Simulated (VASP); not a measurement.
A run of VASP 6.6.1 is set up as follows.

File INCAR:

```
SYSTEM = MgO2
PREC     = Accurate       ! precision mode
ENCUT    = 520            ! plane-wave cutoff, eV
EDIFF    = 1E-6           ! SCF threshold, eV
ISMEAR   = 0              ! smearing method
SIGMA    = 0.05           ! smearing width, eV
LREAL    = .False.        ! projectors in reciprocal space
LASPH    = .True.         ! aspherical terms in the spheres
NELM     = 80             ! most SCF steps
ALGO     = Normal         ! electronic algorithm
ISIF     = 2              ! what is computed and relaxed
LWAVE    = .False.        ! write WAVECAR
LCHARG   = .False.        ! write CHGCAR
GGA      = PS             ! functional
NBANDS   = 14             ! bands
```

File KPOINTS:

```
Automatic mesh
0
Gamma
  12 12 12
  0 0 0
```

File POSCAR:

```
MgO2
1.0
    1.6047610160      0.9265092046      3.4939788749
   -1.6047610160      0.9265092046      3.4939788749
    0.0000000000     -1.8530184092      3.4939788749
Mg O
1 2
Direct
    0.0000000000      0.0000000000      0.0000000000
    0.4335561109      0.4335561109      0.4335561109
    0.5664438891      0.5664438891      0.5664438891
```

Potentials or basis: VASP PAW PBE potentials, release 64 (Mg, O).

Run with:

```console
$ cat potpaw_PBE.64/Mg/POTCAR potpaw_PBE.64/O/POTCAR > POTCAR
$ mpirun -np 1 vasp_std > vasp.out
```

(1) What does it give for the largest force?

(2) What does it give for the pressure?

(3) What does it give for the band gap on the k mesh?

Results:

(1) 3.064 eV/Å.

(2) -0.8 GPa.

(3) 2.89 eV, direct.

Caveat: the cell differs from its parent crystal (mode 9 (885.4 1/cm) frozen in, largest displacement +0.050 Å); the PAW data sets were made with another functional, which shifts forces and pressure a little.
